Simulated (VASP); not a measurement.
# Ti9Si: single point with PBE+D3(BJ)

The system is Ti9Si, a slab with vacuum.

```xyz
10
Lattice="4.4945 0.0000 0.0000 -2.2473 4.7863 0.0000 0.0000 0.0000 22.4133" Properties=species:S:1:pos:R:3 pbc="T T T"
Ti    2.2473    0.2447    4.0000
Ti    2.2473    3.1654    4.3775
Ti    0.0000    1.2998    4.7550
Ti    0.0000    3.4100    6.2651
Ti    2.2474    1.5748    6.6334
Ti    2.2479    4.5067    7.0176
Ti   -0.0013    1.8393    8.5337
Ti    2.2468    0.0224    8.8356
Ti    2.2469    2.9260    9.3133
Si    3.9323    6.5157   12.1133
```

```json
{
 "Program": "VASP 6.6.1",
 "Task": "single point",
 "Functional": "PBE",
 "Dispersion": "D3(BJ)",
 "Potentials or basis": "VASP PAW PBE potentials, release 64 (Ti_sv, Si)",
 "Cutoff": "520 eV",
 "k mesh": "7 × 6 × 1",
 "Occupations": "gaussian, width 0.1 eV",
 "Spin": "no spin polarisation",
 "Dipole correction": "yes",
 "Further INCAR settings": "ALGO = Normal; EDIFF = 1e-07; NBANDS = 67"
}
```

```json
{
  "Largest force": "2.007 eV/Å",
  "Band gap on the k mesh": "zero (bands 56 and 57 overlap by 0.18 eV)",
  "Dispersion energy per atom": "-0.414 eV"
}
```

Forces on the atoms (eV/Å):
```
Ti   0.005 -0.026 -0.059
Ti  -0.006 -0.265  0.381
Ti   0.001  0.113 -0.125
Ti   0.005  0.256 -0.133
Ti  -0.044  0.071 -0.061
Ti  -0.011 -0.119  0.019
Ti   0.162 -0.089  0.669
Ti   0.001  0.080  0.819
Ti  -0.099 -0.061  0.496
Si  -0.014  0.040 -2.007
```

Levels at points of the mesh, in eV from the Fermi level:
| k point | band 52 | band 53 | band 54 | band 55 | band 56 | band 57 | band 58 | band 59 | band 60 | band 61 |
| --- | --- | --- | --- | --- | --- | --- | --- | --- | --- | --- |
| (0.00, 0.00, 0.00) | -0.62 | -0.58 | -0.07 | 0.03 | 0.13 | 0.22 | 0.33 | 0.42 | 0.55 | 0.57 |
| (0.00, 0.50, 0.00) | -0.70 | -0.64 | -0.46 | -0.37 | -0.22 | 0.02 | 0.10 | 0.64 | 0.65 | 0.83 |

Run time: 27 min on 1 thread of Intel(R) Xeon(R) 6975P-C (Granite Rapids), on a shared host, peak memory 0.81 GiB.
